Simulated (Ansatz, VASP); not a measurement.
## GaP: VASP beside Ansatz

File INCAR:

```
SYSTEM = GaP
PREC = Accurate
ENCUT = 520
EDIFF = 1E-6
ISMEAR = 0
SIGMA = 0.02
LREAL = .False.
LASPH = .True.
NELM = 60
ALGO = Normal
ISIF = 2
LWAVE = .False.
LCHARG = .True.
GGA = PE
LELF = .True.
LVHAR = .True.
NBANDS = 16
```

File KPOINTS:

```
regular mesh
0
Gamma
  8 8 8
  0 0 0
```

Contents of POSCAR:

```
GaP
1.0
    0.0000000000      2.6377119064      2.6377119064
    2.6377119064      0.0000000000      2.6377119064
    2.6377119064      2.6377119064      0.0000000000
Ga P
1 1
Direct
    0.0000000000      0.0000000000      0.0000000000
    0.2500000000      0.2500000000      0.2500000000
```

Input for Ansatz:

```yaml
crystal:
  lattice:
    - [0.0, 2.6377119071, 2.6377119071]
    - [2.6377119071, 0.0, 2.6377119071]
    - [2.6377119071, 2.6377119071, 0.0]
  atoms:
    - { symbol: Ga, position: [0.0, 0.0, 0.0] }
    - { symbol: P, position: [0.25, 0.25, 0.25] }
basis:
  ecutwfc: 420
kpoints:
  mp_grid: { grid: [8, 8, 8] }
hamiltonian:
  xc: pbe
scf:
  occupations: { method: gaussian, width: 0.02 }
output:
  forces: true
  stress: true
  eigenvalues: true
```

Alike in both runs: task single point; functional PBE; k mesh 8 × 8 × 8; occupations gaussian, width 0.02 eV; no spin polarisation.

```csv
,VASP,Ansatz
version,VASP 6.6.1,Ansatz 0.2.0
potentials or method,"VASP PAW PBE potentials, release 64 (Ga_d, P), cutoff 520 eV","scalar-relativistic, plane waves, PAW"
valence electrons in the cell,18,18
```

```tsv
	VASP	Ansatz	Ansatz less VASP
gap on the k mesh at the Fermi level (eV)	1.43	1.43	-0.001
least direct gap on the mesh (eV)	2.66	2.65	-0.002
pressure (GPa)	13.0	13.1	+0.17
```
